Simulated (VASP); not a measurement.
# LiF (I-4m2) in VASP: notebook

LiF is run at these levels: PBE, HSE06; tasks: single point.

Everything below comes from runs of VASP 6.6.1. Logs are shortened: lines on timing, memory, paths and dates and some standing lists are left out, and cuts for length are marked.

## Step 1: The cell of the first run

Symmetry: I-4m2, No. 119, tetragonal system. Conventional cell: a = 3.044 Å, b = 3.044 Å, c = 4.268 Å, α = 90.00°, β = 90.00°, γ = 90.00°. Li (site symmetry -4m2) has 4 F at 1.86 Å within 2.5 Å. F (site symmetry -4m2) has 4 Li at 1.86 Å within 2.5 Å.

## Step 2: Single point, PBE (epitaxial xy strain +0.4%)

INCAR reads:

```
  ALGO = Normal
  EDIFF = 1E-6
  ENCUT = 520
  GGA = PE
  ISIF = 2
  ISMEAR = -1
  LASPH = True
  LCHARG = False
  LREAL = False
  LWAVE = False
  NBANDS = 12
  NELM = 100
  PREC = Accurate
  SIGMA = 0.02
```

KPOINTS reads:

```
k-points
0
Gamma
  10 10 10
```

POSCAR reads:

```
LiF
1.0
    0.0000000000      2.1525456070      2.1342161016
    2.1525456070      0.0000000000      2.1342161016
    2.1525456070      2.1525456070      0.0000000000
Li F
1 1
Direct
    0.0000000000      0.0000000000      0.0000000000
    0.2500000000      0.2500000000      0.2500000000
```

Potentials or basis: VASP PAW PBE potentials, release 64 (Li_sv, F).

Started as:

```bash
> cat potpaw_PBE.64/Li_sv/POTCAR potpaw_PBE.64/F/POTCAR > POTCAR
> mpirun -np 1 vasp_std > vasp.out
```

OUTCAR:

```text
EDIFF = 1E-6
   ENCUT = 520
   GGA = PE
   ISIF = 2
   ISMEAR = -1
   LASPH = True
   LREAL = False
   NELM = 100
   PREC = Accurate

 ion  position               nearest neighbor table
   1  0.000  0.000  0.000-   2 1.86   2 1.86   2 1.86   2 1.86
   2  0.250  0.250  0.250-   1 1.86   1 1.86   1 1.86   1 1.86

  LATTYP: Found a body centered tetragonal cell.
 ALAT       =     3.0441591910
 C/A-ratio  =     1.4021711531

  Lattice vectors:

 A1 = (   0.0000000000,  -2.1525456070,  -2.1342161016)
 A2 = (   0.0000000000,   2.1525456070,  -2.1342161016)
 A3 = (   2.1525456070,   0.0000000000,   2.1342161016)

Analysis of symmetry for initial positions (statically):
=====================================================================
 Subroutine PRICEL returns:
 Original cell was already a primitive cell.

 Routine SETGRP: Setting up the symmetry group for a
 body centered tetragonal supercell.

 Subroutine GETGRP returns: Found  8 space group operations
 (whereof  8 operations were pure point group operations)
 out of a pool of 16 trial point group operations.

The static configuration has the point symmetry D_2d.

Analysis of symmetry for dynamics (positions and initial velocities):
=====================================================================
 Subroutine PRICEL returns:
 Original cell was already a primitive cell.

 Routine SETGRP: Setting up the symmetry group for a
 body centered tetragonal supercell.

 Subroutine GETGRP returns: Found  8 space group operations
 (whereof  8 operations were pure point group operations)
 out of a pool of 16 trial point group operations.

The dynamic configuration has the point symmetry D_2d.

 Subroutine INISYM returns: Found  8 space group operations
 (whereof  8 operations are pure point group operations),
 and found     1 'primitive' translations

----------------------------------------------------------------------------------------

                                     Primitive cell

  volume of cell :      19.7776

  direct lattice vectors                    reciprocal lattice vectors
     0.000000000  2.152545607  2.134216102    -0.232283116  0.232283116  0.234278056
     2.152545607  0.000000000  2.134216102     0.232283116 -0.232283116  0.234278056
     2.152545607  2.152545607  0.000000000     0.232283116  0.232283116 -0.234278056

  length of vectors
     3.031225983  3.031225983  3.044159191     0.403481225  0.403481225  0.403481225

  position of ions in fractional coordinates (direct lattice)
     0.000000000  0.000000000  0.000000000
     0.250000000  0.250000000  0.250000000

[... 87 lines left out ...]
   NELECT =      10.0000    total number of electrons
   NUPDOWN=      -1.0000    fix difference up-down
   EMIN   =  10.00;   EMAX   =-10.00  energy-range for DOS
   EFERMI =   0.00;   METHOD = LEGACY
   ISMEAR =    -1;   SIGMA  =   0.02  broadening in eV -4-tet -1-fermi 0-gaus
   EFERMI_NEDOS =   21; number of points for ismear=-14 and -15
   IALGO  =     38    algorithm
   IMIX   =      4    mixing-type and parameters
     AMIX     =   0.40;   BMIX     =  1.00
     AMIX_MAG =   1.60;   BMIX_MAG =  1.00
  volume/ion in A,a.u.               =       9.89        66.73
  Fermi-wavevector in a.u.,A,eV,Ry     =   1.304219  2.464616 23.143329  1.700987
  Thomas-Fermi vector in A             =   2.435169
   LORBIT       =      0    0 simple, 1 ext, 2 COOP (PROOUT), +10 PAW based schemes
   GGA     = PE    functional components
   LHFCALC =     F    Hartree Fock is set to
   AEXX    =    0.0000 exact exchange contribution
   IVDW    =     0    specifies the selected vdW correction
   LEPSILON=     F    determine dielectric tensor
   LRPA    =     F    only Hartree local field effects (RPA)
 non-spin polarized calculation
  energy-cutoff  :      520.00
  volume of cell :       19.78
 maximum number of plane-waves:       544
   NGX = 11   NGY = 11   NGZ = 11

 number of electron      10.0000000 magnetization

 number of electron       9.9999987 magnetization

 Free energy of the ion-electron system (eV)
  ---------------------------------------------------
  ext. energy  EPLUGINS =         0.00000000
  ---------------------------------------------------
  free energy    TOTEN  =        -9.61856704 eV

  energy without entropy =       -9.61856704  energy(sigma->0) =       -9.61856704

 E-fermi :  -2.0982     XC(G=0):  -8.8542

 val. band max:       -2.5313900240   @ k =   0.0000   0.0000   0.0000
 cond. band min:       5.3630614719   @ k =   0.0000   0.0000   0.0000
 fundamental gap:      7.8944514959
 Fermi energy:        -2.0982432701

 k-point     1 :       0.0000    0.0000    0.0000
  band No.  band energies     occupation
      1     -42.8848      2.00000
      2     -21.8771      2.00000
      3      -2.5454      2.00000
      4      -2.5454      2.00000
      5      -2.5314      2.00000
      6       5.3631      0.00000
      7      16.9272      0.00000
      8      16.9331      0.00000
      9      16.9331      0.00000
     10      25.4988      0.00000
     11      25.4988      0.00000
     12      25.7243      0.00000
[... 331 lines left out ...]
 k-point    24 :       0.4000    0.3000    0.0000
  band No.  band energies     occupation
      1     -42.8440      2.00000
      2     -21.6816      2.00000
      3      -3.8354      2.00000
      4      -3.1835      2.00000
      5      -3.1765      2.00000
      6       7.9776      0.00000
      7      14.1490      0.00000
      8      16.7591      0.00000
      9      16.8857      0.00000
     10      18.6265      0.00000
     11      25.6395      0.00000
     12      29.1546      0.00000

 [... further k-points ...]

------------------------ aborting loop because EDIFF is reached ----------------------------------------

  FORCE on cell =-STRESS in cart. coord.  units (eV):
  Direction    XX          YY          ZZ          XY          YZ          ZX
  --------------------------------------------------------------------------------------
  -------------------------------------------------------------------------------------
  Total        0.3243142      0.3243142      0.3413158      0.0000000      0.0000000     -0.0000000
  in kB       26.2726264     26.2726264     27.6499191      0.0000000      0.0000000     -0.0000000
  external PRESSURE =      26.7317240 kB  Pullay stress =       0.0000000 kB

 VOLUME and BASIS-vectors are now :
 -----------------------------------------------------------------------------
  energy-cutoff  :      520.00
  volume of cell :       19.78
      direct lattice vectors                 reciprocal lattice vectors
     0.000000000  2.152545607  2.134216102    -0.232283116  0.232283116  0.234278056
     2.152545607  0.000000000  2.134216102     0.232283116 -0.232283116  0.234278056
     2.152545607  2.152545607  0.000000000     0.232283116  0.232283116 -0.234278056

 POSITION                                       TOTAL-FORCE (eV/Angst)
 -----------------------------------------------------------------------------------
      0.00000      0.00000      0.00000        -0.000000     -0.000000     -0.000000
      1.07627      1.07627      1.06711         0.000000      0.000000      0.000000
 -----------------------------------------------------------------------------------
    total drift:                               -0.000000     -0.000000     -0.000000

  FREE ENERGIE OF THE ION-ELECTRON SYSTEM (eV)
  ---------------------------------------------------
  free  energy   TOTEN  =        -9.6185670392 eV

  energy  without entropy=       -9.6185670392  energy(sigma->0) =       -9.61856704
```

OSZICAR:

```text
N       E                     dE             d eps       ncg     rms          rms(c)
DAV:   1     0.346688540973E+02    0.34669E+02   -0.53496E+03  2496   0.834E+02
DAV:   2    -0.895409552973E+01   -0.43623E+02   -0.42362E+02  2988   0.188E+02
DAV:   3    -0.103087606342E+02   -0.13547E+01   -0.13505E+01  3136   0.297E+01
DAV:   4    -0.103296369078E+02   -0.20876E-01   -0.20875E-01  2908   0.416E+00
DAV:   5    -0.103299491649E+02   -0.31226E-03   -0.31226E-03  3240   0.383E-01    0.522E+00
DAV:   6    -0.958775228187E+01    0.74220E+00   -0.35170E+00  2660   0.115E+01    0.163E+00
DAV:   7    -0.959914409660E+01   -0.11392E-01   -0.25485E-02  2920   0.143E+00    0.101E+00
DAV:   8    -0.961825021720E+01   -0.19106E-01   -0.26961E-02  2832   0.158E+00    0.186E-01
DAV:   9    -0.961817273645E+01    0.77481E-04   -0.14228E-03  3044   0.310E-01    0.714E-02
DAV:  10    -0.961857459281E+01   -0.40186E-03   -0.68367E-04  2828   0.188E-01    0.371E-02
DAV:  11    -0.961856581791E+01    0.87749E-05   -0.32669E-05  2908   0.493E-02    0.826E-03
DAV:  12    -0.961856706394E+01   -0.12460E-05   -0.31474E-06  2900   0.155E-02    0.174E-03
DAV:  13    -0.961856703924E+01    0.24699E-07   -0.16118E-07  2152   0.328E-03
   1 F= -.96185670E+01 E0= -.96185670E+01  d E =-.274335E-11
```

It took 7.4 s on 1 thread of Intel Xeon 6975P-C (Granite Rapids), shared host; peak memory 0.14 GiB.

Results:

```yaml
Free_energy: -9.6186 eV
Band_gap_on_the_k_mesh: 7.89 eV, direct
```

Caveat: the cell differs from its parent crystal (epitaxial xy strain +0.4%); the cutoff is under 1.25 times the usual one of these potentials, so pressure, stress and relaxed cells hold a basis-set (Pulay) error. A k mesh can miss the band edges.

## Step 3: Single point, HSE06 (epitaxial xy strain +0.4%)

POSCAR is that of step 2.

INCAR.step1 reads:

```
SYSTEM = LiF
PREC = Accurate ; ENCUT = 520
EDIFF = 1E-5 ; ISMEAR = 0
SIGMA = 0.01 ; LREAL = .False.
LASPH = .True. ; NELM = 100
ALGO = Normal ; ISIF = 2
LWAVE = .True. ; LCHARG = .False.
GGA = PE ; NBANDS = 12
```

INCAR.step2 reads:

```
SYSTEM = LiF
PREC = Accurate ; ENCUT = 520
EDIFF = 1E-6 ; ISMEAR = 0
SIGMA = 0.01 ; LREAL = .False.
LASPH = .True. ; NELM = 100
ALGO = Normal ; ISIF = 2
LWAVE = .False. ; LCHARG = .False.
GGA = PE ; LHFCALC = .True.
HFSCREEN = 0.2079 ; PRECFOCK = Normal
ISTART = 1 ; NBANDS = 12
```

KPOINTS reads:

```
Automatic mesh
0
Gamma
  8 8 8
  0 0 0
```

Potentials or basis: VASP PAW PBE potentials, release 64 (Li_sv, F).

Started as:

```bash
> cat potpaw_PBE.64/Li_sv/POTCAR potpaw_PBE.64/F/POTCAR > POTCAR
> cp INCAR.step1 INCAR
> mpirun -np 1 vasp_std > vasp.out
> cp INCAR.step2 INCAR
> mpirun -np 1 vasp_std > vasp.out
```

Run time: 36 min. Hardware: 1 thread of Intel Xeon 6975P-C (Granite Rapids), shared host; peak memory 0.26 GiB.

Results (log left out):

```yaml
Free_energy: -11.3573 eV
Band_gap_on_the_k_mesh: 10.06 eV, direct
```

Levels at points of the mesh, in eV from the valence-band top:
| k point | band 3 | band 4 | band 5 | band 6 | band 7 | band 8 |
| --- | --- | --- | --- | --- | --- | --- |
| (0.00, 0.00, 0.00) | -0.01 | -0.01 | 0.00 | 10.06 | 21.95 | 21.96 |
| (0.50, 0.00, 0.00) | -2.07 | -0.30 | -0.27 | 14.26 | 17.32 | 21.49 |
| (0.50, 0.50, 0.00) | -1.48 | -0.87 | -0.87 | 12.78 | 18.38 | 22.07 |
| (0.50, 0.00, 0.50) | -1.50 | -0.84 | -0.83 | 12.77 | 18.32 | 22.09 |

Caveat: the cell differs from its parent crystal (epitaxial xy strain +0.4%); the cutoff is under 1.25 times the usual one of these potentials, so pressure, stress and relaxed cells hold a basis-set (Pulay) error; the PAW data sets were made with another functional, which shifts forces and pressure a little.
